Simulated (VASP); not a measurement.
# C (P1) in VASP: further runs

Runs on C. Level: PBE+D3(BJ). Tasks: single point.

Program: VASP 6.6.1. These are calculated values, not measurements. Logs are shortened: lines on timing, memory, paths and dates and some standing lists are left out, and cuts for length are marked.

## 1. The cell of the first run

The typed cell holds 16 atoms: a = 5.184 Å, b = 4.994 Å, c = 5.085 Å, α = 59.12°, β = 58.60°, γ = 61.47°.

## 2. Single point, PBE+D3(BJ)

INCAR

```
PREC = Accurate
ENCUT = 520
EDIFF = 1E-6
ISMEAR = -1
SIGMA = 0.3
LREAL = Auto
LASPH = True
NELM = 60
ALGO = Normal
ISIF = 2
LWAVE = False
LCHARG = False
GGA = PE
IVDW = 12
NBANDS = 46
```

KPOINTS

```
Automatic mesh
0
Gamma
  3 3 3
```

POSCAR

```
C
1.0
   -0.0528900000      3.7592990000      3.5685700000
    3.5781340000      0.0326520000      3.4830280000
    3.5471170000      3.6427410000      0.0636690000
C
16
Direct
    0.0462953476      0.2047953469     -0.1180498508
    0.1656206101      0.2482881242      0.0734544406
    0.0508856929      0.1229132666      0.4162228666
    0.1582831526      0.3004496850      0.5180044422
    0.0727913949      0.6393930497     -0.0861499843
    0.1898526457      0.8017254201      0.0057399635
    0.0235811661      0.6698921034      0.4192936113
    0.1712038764      0.7403340497      0.5425365271
    0.5472192920      0.1580106459     -0.0886750666
    0.6543813013      0.3095625410      0.0326614471
    0.5504204242      0.1519762394      0.4091267322
    0.6756786030      0.2869794776      0.5141599827
    0.5534179932      0.6807566098     -0.1320137153
    0.6999582923      0.7890802052      0.0355178820
    0.5673723470      0.6211689808      0.3996153704
    0.6550178052      0.7788689476      0.5230293866
```

Potentials or basis: VASP PAW PBE potentials, release 64 (C).

The run is started by

```
$ cat potpaw_PBE.64/C/POTCAR > POTCAR
$ mpirun -np 1 vasp_std > vasp.out
```

OUTCAR:

```text
PREC = Accurate
   ENCUT = 520
   EDIFF = 1E-6
   ISMEAR = -1
   LREAL = Auto
   LASPH = True
   NELM = 60
   ISIF = 2
   GGA = PE
   IVDW = 12
 IVDW          = 12

 ion  position               nearest neighbor table
   1  0.046  0.205  0.882-   4 1.49   2 1.53   6 1.66  10 1.66
   2  0.166  0.248  0.073-   3 1.39   1 1.53   5 1.61   9 1.62
   3  0.051  0.123  0.416-   2 1.39   8 1.57  12 1.61   4 1.61
   4  0.158  0.300  0.518-   1 1.49   7 1.53   3 1.61  11 1.67
   5  0.073  0.639  0.914-   8 1.53   6 1.55  14 1.59   2 1.61
   6  0.190  0.802  0.006-  13 1.54   5 1.55   1 1.66   7 1.68
[... 8 lines left out ...]
  15  0.567  0.621  0.400-  12 1.37  14 1.49  16 1.54   8 1.68
  16  0.655  0.779  0.523-  13 1.41  11 1.53  15 1.54   7 1.57

  LATTYP: Found a triclinic cell.
 ALAT       =     8.7667995943
 B/A-ratio  =     0.5695984156
 C/A-ratio  =     0.8408286169
 COS(alpha) =     0.0124995572
 COS(beta)  =     0.4180645850
 COS(gamma) =     0.8673030452

  Lattice vectors:

 A1 = (  -7.1252510000,  -3.6753930000,  -3.5466970000)
 A2 = (  -3.5781340000,  -0.0326520000,  -3.4830280000)
 A3 = (   0.0839070000,  -7.3693880000,  -0.1492110000)

Analysis of symmetry for initial positions (statically):
=====================================================================
 Subroutine PRICEL returns:
 Original cell was already a primitive cell.

 Routine SETGRP: Setting up the symmetry group for a
 triclinic supercell.

 Subroutine GETGRP returns: Found  1 space group operations
 (whereof  1 operations were pure point group operations)
 out of a pool of  2 trial point group operations.

The static configuration has the point symmetry C_1 .

Analysis of symmetry for dynamics (positions and initial velocities):
=====================================================================
 Subroutine PRICEL returns:
 Original cell was already a primitive cell.

 Routine SETGRP: Setting up the symmetry group for a
 triclinic supercell.

 Subroutine GETGRP returns: Found  1 space group operations
 (whereof  1 operations were pure point group operations)
 out of a pool of  2 trial point group operations.

The dynamic configuration has the point symmetry C_1 .

 Subroutine INISYM returns: Found  1 space group operations
 (whereof  1 operations are pure point group operations),
 and found     1 'primitive' translations

----------------------------------------------------------------------------------------

                                     Primitive cell

  volume of cell :      92.3598

  direct lattice vectors                    reciprocal lattice vectors
    -0.052890000  3.759299000  3.568570000    -0.137350841  0.131300605  0.139870391
     3.578134000  0.032652000  3.483028000     0.138155688 -0.137088961  0.146463555
     3.547117000  3.642741000  0.063669000     0.140507333  0.140245490 -0.145658708

  length of vectors
     5.183610534  4.993555159  5.084845597     0.235942427  0.243581507  0.246226658

  position of ions in fractional coordinates (direct lattice)
     0.046295348  0.204795347  0.881950149
     0.165620610  0.248288124  0.073454441
     0.050885693  0.122913267  0.416222867
     0.158283153  0.300449685  0.518004442
     0.072791395  0.639393050  0.913850016
     0.189852646  0.801725420  0.005739963
[... 8 lines left out ...]
     0.567372347  0.621168981  0.399615370
     0.655017805  0.778868948  0.523029387

  ion indices of the primitive-cell ions
   primitive index   ion index
                 1           1
                 2           2
                 3           3
                 4           4
                 5           5
                 6           6
[... 8 lines left out ...]
                15          15
                16          16

----------------------------------------------------------------------------------------

 KPOINTS: Automatic mesh

Automatic generation of k-mesh.
 Grid dimensions read from file:
 generate k-points for:    3    3    3

 Generating k-lattice:

  Cartesian coordinates                     Fractional coordinates (reciprocal lattice)
    -0.045783614  0.043766868  0.046623464     0.333333333  0.000000000 -0.000000000
     0.046051896 -0.045696320  0.048821185    -0.000000000  0.333333333  0.000000000
     0.046835778  0.046748497 -0.048552903    -0.000000000  0.000000000  0.333333333

  Length of vectors
     0.078647476  0.081193836  0.082075553

  Shift w.r.t. Gamma in fractional coordinates (k-lattice)
     0.000000000  0.000000000  0.000000000

 Subroutine IBZKPT returns following result:
 ===========================================

 Found     14 irreducible k-points:

 Following reciprocal coordinates:
            Coordinates               Weight
  0.000000  0.000000  0.000000      1.000000
  0.333333  0.000000 -0.000000      2.000000
  0.000000  0.333333  0.000000      2.000000
  0.333333  0.333333 -0.000000      2.000000
 -0.333333  0.333333  0.000000      2.000000
  0.000000  0.000000  0.333333      2.000000
  0.333333  0.000000  0.333333      2.000000
 -0.333333  0.000000  0.333333      2.000000
  0.000000  0.333333  0.333333      2.000000
  0.333333  0.333333  0.333333      2.000000
 -0.333333  0.333333  0.333333      2.000000
  0.000000 -0.333333  0.333333      2.000000
  0.333333 -0.333333  0.333333      2.000000
 -0.333333 -0.333333  0.333333      2.000000
   k-points           NKPTS =     14   k-points in BZ     NKDIM =     14   number of bands    NBANDS=     46
   number of dos      NEDOS =    301   number of ions     NIONS =     16
   total plane-waves  NPLWV =  64000
   dimension x,y,z NGX =    40 NGY =   40 NGZ =   40
   dimension x,y,z NGXF=    80 NGYF=   80 NGZF=   80
   ions per type =              16
   NGX,Y,Z   is equivalent  to a cutoff of  12.83, 13.32, 13.08 a.u.
   NGXF,Y,Z  is equivalent  to a cutoff of  25.66, 26.63, 26.16 a.u.
 SYSTEM =  unknown system
   PREC   = accura    normal or accurate (medium, high low for compatibility)
   ISTART =      0    job   : 0-new  1-cont  2-samecut
   ICHARG =      2    charge: 1-file 2-atom 10-const
   ISPIN  =      1    spin polarized calculation?
   LNONCOLLINEAR =      F non collinear calculations
   LSORBIT =      F    spin-orbit coupling
   LASPH  =      T    aspherical Exc in radial PAW
   ENCUT  =  520.0 eV  38.22 Ry    6.18 a.u.   9.64  9.28  9.45*2*pi/ulx,y,z
   NELM   =     60;   NELMIN=  2; NELMDL= -5     # of ELM steps
   EDIFF  = 0.1E-05   stopping-criterion for ELM
   LREAL  =      T    real-space projection
   EDIFFG = 0.1E-04   stopping-criterion for IOM
   NSW    =      0    number of steps for IOM
   IBRION =     -1    ionic relax: 0-MD 1-quasi-New 2-CG
   NFREE  =      0    steps in history (QN), initial steepest desc. (CG)
   ISIF   =      2    stress and relaxation
   ISYM   =      2    0-nonsym 1-usesym 2-fastsym
   POTIM  = 0.5000    time-step for ionic-motion
   TEBEG  =    0.0;   TEEND  =   0.0 temperature during run
   PSTRESS=    0.0 pullay stress
   NELECT =      64.0000    total number of electrons
   NUPDOWN=      -1.0000    fix difference up-down
   EMIN   =  10.00;   EMAX   =-10.00  energy-range for DOS
   EFERMI =   0.00;   METHOD = LEGACY
   ISMEAR =    -1;   SIGMA  =   0.30  broadening in eV -4-tet -1-fermi 0-gaus
   EFERMI_NEDOS =   21; number of points for ismear=-14 and -15
   IALGO  =     38    algorithm
   IMIX   =      4    mixing-type and parameters
     AMIX     =   0.40;   BMIX     =  1.00
     AMIX_MAG =   1.60;   BMIX_MAG =  1.00
  volume/ion in A,a.u.               =       5.77        38.95
  Fermi-wavevector in a.u.,A,eV,Ry     =   1.448685  2.737617 28.554378  2.098688
  Thomas-Fermi vector in A             =   2.566497
   LORBIT       =      0    0 simple, 1 ext, 2 COOP (PROOUT), +10 PAW based schemes
   GGA     = PE    functional components
   LHFCALC =     F    Hartree Fock is set to
   AEXX    =    0.0000 exact exchange contribution
   IVDW    =    12    specifies the selected vdW correction
   LEPSILON=     F    determine dielectric tensor
   LRPA    =     F    only Hartree local field effects (RPA)
 non-spin polarized calculation
  energy-cutoff  :      520.00
  volume of cell :       92.36
 maximum number of plane-waves:      2501
 NGX is ok and might be reduce to    40
   NGX = 19   NGY = 19   NGZ = 19

 number of electron      64.0000001 magnetization

 Free energy of the ion-electron system (eV)
  ---------------------------------------------------
  ext. energy  EPLUGINS =         0.00000000
  ---------------------------------------------------
  free energy    TOTEN  =      -140.13188365 eV

  energy without entropy =     -140.11921715  energy(sigma->0) =     -140.12555040

 E-fermi :  11.2081     XC(G=0): -13.1798

 val. band max:       10.1015331864   @ k =   0.0000   0.0000   0.0000
 cond. band min:      12.4291708503   @ k =   0.0000   0.0000   0.0000
 fundamental gap:      2.3276376639
 Fermi energy:        11.2080704050

 k-point     1 :       0.0000    0.0000    0.0000
  band No.  band energies     occupation
      1     -11.8986      2.00000
      2      -6.9872      2.00000
      3      -6.5975      2.00000
      4      -5.9419      2.00000
      5      -5.7528      2.00000
      6      -4.5890      2.00000
[... 36 lines left out ...]
     43      16.3379      0.00000
     44      16.5357      0.00000

 k-point     2 :       0.3333    0.0000   -0.0000
  band No.  band energies     occupation
      1     -11.1932      2.00000
      2      -9.1351      2.00000
      3      -6.8052      2.00000
      4      -6.0162      2.00000
      5      -5.7582      2.00000
      6      -5.5415      2.00000
[... 36 lines left out ...]
     43      17.3473      0.00000
     44      17.6217      0.00000

 k-point     3 :       0.0000    0.3333    0.0000
  band No.  band energies     occupation
      1     -11.1465      2.00000
      2      -8.8939      2.00000
      3      -6.8528      2.00000
      4      -6.6858      2.00000
      5      -5.8852      2.00000
      6      -5.6850      2.00000
[... 36 lines left out ...]
     43      17.2127      0.00000
     44      17.6324      0.00000

 k-point     4 :       0.3333    0.3333   -0.0000
  band No.  band energies     occupation
      1     -10.8617      2.00000
      2      -8.1166      2.00000
      3      -7.8459      2.00000
      4      -7.3525      2.00000
      5      -7.1799      2.00000
      6      -6.5970      2.00000
[... 412 lines left out ...]
     43      18.4282      0.00000
     44      18.8195      0.00000

 k-point    13 :       0.3333   -0.3333    0.3333
  band No.  band energies     occupation
      1      -9.9341      2.00000
      2      -9.4827      2.00000
      3      -9.0285      2.00000
      4      -7.0171      2.00000
      5      -6.7587      2.00000
      6      -4.9977      2.00000
[... 36 lines left out ...]
     43      18.3642      0.00000
     44      18.6414      0.00000

 k-point    14 :      -0.3333   -0.3333    0.3333
  band No.  band energies     occupation
      1     -10.0463      2.00000
      2      -9.2328      2.00000
      3      -8.7518      2.00000
      4      -7.3697      2.00000
      5      -7.1228      2.00000
      6      -4.9890      2.00000
[... 36 lines left out ...]
     43      18.6903      0.00000
     44      19.0783      0.00000
 [bands above 44 left out]

------------------------ aborting loop because EDIFF is reached ----------------------------------------

 Edisp (eV)   -3.00745

 E8    (eV) :    -0.8662

  FORCE on cell =-STRESS in cart. coord.  units (eV):
  Direction    XX          YY          ZZ          XY          YZ          ZX
  --------------------------------------------------------------------------------------
  -------------------------------------------------------------------------------------
  Total       0.09107   -13.67235    11.42795     7.86168   -13.25443     1.23894
  in kB       1.57986  -237.17608   198.24225   136.37760  -229.92635    21.49201
  external pressure =      -12.45 kB  Pullay stress =        0.00 kB

 VOLUME and BASIS-vectors are now :
 -----------------------------------------------------------------------------
  energy-cutoff  :      520.00
  volume of cell :       92.36
      direct lattice vectors                 reciprocal lattice vectors
    -0.052890000  3.759299000  3.568570000    -0.137350841  0.131300605  0.139870391
     3.578134000  0.032652000  3.483028000     0.138155688 -0.137088961  0.146463555
     3.547117000  3.642741000  0.063669000     0.140507333  0.140245490 -0.145658708

 POSITION                                       TOTAL-FORCE (eV/Angst)
 -----------------------------------------------------------------------------------
      3.85872      3.39344      0.93467        -1.957512      2.175369     -6.017654
      1.14020      0.89830      1.46050        -2.813873     -4.271651      6.918823
      1.91350      1.71150      0.63620         3.519190      1.323617     -0.149300
      2.90410      2.49180      1.64430        -0.529346      2.277521     -0.463316
      5.52552      3.62344      2.54497         1.655713     -1.133807     -0.802246
      2.87900      0.76080      3.47030         1.766611     -0.452804     -1.623321
[... 8 lines left out ...]
      3.61010      3.60890      4.21370         4.645421     -4.218094      2.926372
      4.60750      4.39310      5.08360        -0.407381      0.927472      3.373632
 -----------------------------------------------------------------------------------
    total drift:                                0.006343     -0.000736     -0.011318

  FREE ENERGIE OF THE ION-ELECTRON SYSTEM (eV)
  ---------------------------------------------------
  free  energy   TOTEN  =      -143.1393331441 eV

  energy  without entropy=     -143.1266666497  energy(sigma->0) =     -143.13299990
```

It took 70 s on 1 thread of Intel Xeon 6975P-C (Granite Rapids), shared host; peak memory 0.23 GiB.

What came out:

* Free energy: -143.1393 eV
* Pressure: -1.2 GPa
* Largest force: 8.604 eV/Å
* Band gap on the k mesh: 2.33 eV, direct
* Dispersion energy per atom: -0.188 eV

Forces on the atoms (eV/Å):
```
C   -1.958  2.175 -6.018
C   -2.814 -4.272  6.919
C    3.519  1.324 -0.149
C   -0.529  2.278 -0.463
C    1.656 -1.134 -0.802
C    1.767 -0.453 -1.623
C   -5.917 -1.822  0.776
C    3.072  1.135  3.490
C    0.272  1.178  0.397
C   -2.931  0.424  0.784
C    0.223 -3.991  0.376
C   -1.938  5.270 -5.102
C    4.257  4.350 -3.333
C   -2.917 -3.171 -1.551
C    4.645 -4.218  2.926
C   -0.407  0.927  3.374
```

Stress tensor (GPa, compression positive):
```
  0.16  13.64   2.15
 13.64 -23.72 -22.99
  2.15 -22.99  19.82
```

Levels at points of the mesh, in eV from the valence-band top:
```tsv
k point	band 29	band 30	band 31	band 32	band 33	band 34	band 35	band 36
(0.00, 0.00, 0.00)	-2.26	-0.92	-0.28	0.00	2.33	2.89	3.19	3.70
```

Caveat: the k points lie up to 0.52 Å⁻¹ apart; forces of over 1 eV/Å act on the atoms, so gaps and moduli don't describe the material at rest. PBE gaps usually lie below the measured ones, often by a third to a half.

## 3. Single point, PBE+D3(BJ)

This run uses another cell than the first one, of 6.52 Å³/atom, 1.130 times its volume.

INCAR

```
SYSTEM = C
ALGO = Normal
EDIFF = 1E-7
ENCUT = 520
GGA = PE
ISIF = 2
ISMEAR = -1
IVDW = 12
LASPH = .True.
LCHARG = .False.
LREAL = Auto
LWAVE = .False.
NBANDS = 46
NELM = 80
PREC = Accurate
SIGMA = 0.3
```

KPOINTS

```
k-points
0
Gamma
  3 3 3
  0 0 0
```

POSCAR

```
C
1.0
    0.0000000000      3.7368150000      3.7368150000
    3.7368150000      0.0000000000      3.7368150000
    3.7368150000      3.7368150000      0.0000000000
C
16
Direct
   -0.0602117044      0.1287727650     -0.0286875320
    0.0709695289      0.2303298397      0.1116994018
   -0.0319924856      0.1515060285      0.4571138791
    0.0712371364      0.2452623424      0.6281820213
   -0.0561173085      0.6167284171      0.0063690603
    0.0536151776      0.7657456952      0.1122479973
   -0.0620180555      0.6202742175      0.4758464093
    0.1010084791      0.7260327311      0.6127812054
    0.4444025193      0.1162888717     -0.0338657386
    0.5648526887      0.2390672270      0.1019718664
    0.4932810428      0.0857414670      0.5047346470
    0.5873317250      0.1990598946      0.6378025136
    0.3979993658      0.6442250954      0.0026894561
    0.5605308264      0.7396138155      0.1055979491
    0.4456335141      0.6045388921      0.4980310773
    0.5867028472      0.7410588964      0.6283425859
```

Potentials or basis: VASP PAW PBE potentials, release 64 (C).

The run is started by

```
$ cat potpaw_PBE.64/C/POTCAR > POTCAR
$ mpirun -np 1 vasp_std > vasp.out
```

Wall time 60 s (1 thread of Intel Xeon 6975P-C (Granite Rapids), shared host); peak memory 0.24 GiB.

The run converged. Its results:

- Free energy: -141.2368 eV
- Pressure: -38.9 GPa
- Largest force: 7.488 eV/Å
- Band gap on the k mesh: 1.56 eV, direct
- Dispersion energy per atom: -0.167 eV

Forces in eV/Å, atoms in the order of the input:
```
C    2.440  0.638 -1.424
C    1.757 -1.173  2.964
C   -0.679  4.020 -5.982
C   -3.428 -2.711  2.278
C   -3.087 -3.536  0.176
C   -1.122 -0.261 -2.460
C    2.500  4.869  1.446
C    1.971 -2.077 -0.911
C    2.863  4.706 -2.241
C    1.720  1.174  0.436
C    0.278 -5.791 -1.482
C   -0.356 -3.811  6.436
C   -4.997  4.433  2.549
C    1.956  2.376 -0.173
C   -0.359 -0.079  1.278
C   -1.459 -2.778 -2.890
```

Stress tensor (GPa, compression positive):
```
-36.93  -0.42   0.73
 -0.42 -41.02  -2.67
  0.73  -2.67 -38.79
```

Levels at points of the mesh, in eV from the valence-band top:
```
           k point  band 30  band 31  band 32  band 33  band 34  band 35
(0.00, 0.00, 0.00)    -1.16    -0.72     0.00     1.56     2.07     2.53
```

Caveat: the k points lie up to 0.49 Å⁻¹ apart; forces of over 1 eV/Å act on the atoms, so gaps and moduli don't describe the material at rest. Expect the measured gap to be larger: semilocal functionals such as PBE lack the derivative discontinuity.
